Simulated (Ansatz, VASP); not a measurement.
**MgO: VASP beside Ansatz**

INCAR

```
  PREC = Accurate
  ENCUT = 520
  EDIFF = 1E-6
  ISMEAR = 0
  SIGMA = 0.05
  LREAL = False
  LASPH = True
  NELM = 60
  ALGO = Normal
  ISIF = 2
  LWAVE = False
  LCHARG = False
  GGA = PS
  NBANDS = 16
```

The input KPOINTS:

```
regular mesh
0
Gamma
  9 9 6
```

File POSCAR:

```
MgO
1.0
    3.3613000000      0.0000000000      0.0000000000
   -1.6806500000      2.9109711897      0.0000000000
    0.0000000000      0.0000000000      5.3206000000
Mg O
2 2
Direct
    0.3333333333      0.6666666667      0.0036583380
    0.6666666667      0.3333333333      0.5036583380
    0.3333333333      0.6666666667      0.4009416620
    0.6666666667      0.3333333333      0.9009416620
```

Input for Ansatz:

```yaml
crystal:
  lattice:
    - [3.3613, 0.0, 0.0]
    - [-1.68065, 2.9109711897, 0.0]
    - [0.0, 0.0, 5.3206]
  atoms:
    - { symbol: Mg, position: [0.3333333333, 0.6666666667, 0.003658338] }
    - { symbol: Mg, position: [0.6666666667, 0.3333333333, 0.503658338] }
    - { symbol: O, position: [0.3333333333, 0.6666666667, 0.400941662] }
    - { symbol: O, position: [0.6666666667, 0.3333333333, 0.900941662] }
basis:
  ecutwfc: 520.0
kpoints:
  mp_grid: { grid: [9, 9, 6] }
hamiltonian:
  xc: pbesol
  pseudopotentials: { kind: paw, azcp: { folder: soft_1 } }
scf:
  occupations: { method: gaussian, width: 0.05 }
output:
  forces: true
  stress: true
  eigenvalues: true
```

Alike in both runs: task single point; functional PBEsol; k mesh 9 × 9 × 6; occupations gaussian, width 0.05 eV; no spin polarisation.

|  | VASP | Ansatz |
| --- | --- | --- |
| version | VASP 6.6.1 | Ansatz 0.2.0 |
| potentials or method | VASP PAW PBE potentials, release 64 (Mg, O), cutoff 520 eV | scalar-relativistic, plane waves, PAW |
| valence electrons in the cell | 16 | 32 |

```csv
,VASP,Ansatz,Ansatz less VASP
gap on the k mesh at the Fermi level (eV),2.93,2.94,+0.007
least direct gap on the mesh (eV),2.93,2.94,+0.007
pressure (GPa),-9.1,-8.7,+0.40
"traceless stress, the component that is largest in VASP (GPa)",-2.69,-2.69,+0.001
rms of the force components (eV/Å),0.166,0.164,-0.0020
```

VASP's potentials were made for PBE, not for PBEsol, and Ansatz warns of the same on its side. Atom by atom the forces differ by 0.002 eV/Å (rms over components). The functional is the same, so the differences come from potentials, cutoffs and numerics. VASP's potentials hold 16 valence electrons a cell and Ansatz's 32, so a difference there can come from the potentials and not from the codes.
